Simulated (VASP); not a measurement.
Set up this calculation in VASP 6.6.1, as the native input.

```yaml
Task: single point
Functional: PBE
Potentials_or_basis: VASP PAW PBE potentials, release 64 (Ga_d, P)
Cutoff: 500 eV
k_mesh: 6 × 6 × 6
Occupations: gaussian, width 0.1 eV
Spin: no spin polarisation
Dipole_correction: no
Further_INCAR_settings: ALGO = Normal; EDIFF = 1e-06; NBANDS = 16
```

The structure of GaP lies in POSCAR:

```
GaP
1.0
    0.0000000000      2.3580122323      2.3580122323
    2.3580122323      0.0000000000      2.3580122323
    2.3580122323      2.3580122323      0.0000000000
Ga P
1 1
Direct
    0.0000000000      0.0000000000      0.0000000000
    0.5000000000      0.5000000000      0.5000000000
```

This cell differs from its parent crystal: N replaced by P, lengths x 1.112, strained.

One way to write it, as run:

INCAR

```
PREC = Accurate
ENCUT = 500
EDIFF = 1E-6
ISMEAR = 0
SIGMA = 0.1
LREAL = F
LASPH = T
NELM = 120
ALGO = Normal
ISIF = 2
LWAVE = F
LCHARG = F
GGA = PE
NBANDS = 16
GGA_COMPAT = F
```

KPOINTS

```
Automatic mesh
0
Gamma
  6 6 6
```

Potentials or basis: VASP PAW PBE potentials, release 64 (Ga_d, P).

Launch:

```bash
$ cat potpaw_PBE.64/Ga_d/POTCAR potpaw_PBE.64/P/POTCAR > POTCAR
$ mpirun -np 1 vasp_std > vasp.out
```

Results of the run:

* Pressure: 44.2 GPa
* Band gap on the k mesh: zero (band 9 reaches 10.68 eV, above the bottom of band 10 at 7.16 eV)

Caveat: the k points lie up to 0.38 Å⁻¹ apart; the cell differs from its parent crystal (N replaced by P, lengths x 1.112, strained).

Wall time 8.5 s on 1 thread of AMD EPYC 7R43 64-Core Processor (Zen 3), on a shared host, peak memory 0.1 GiB.
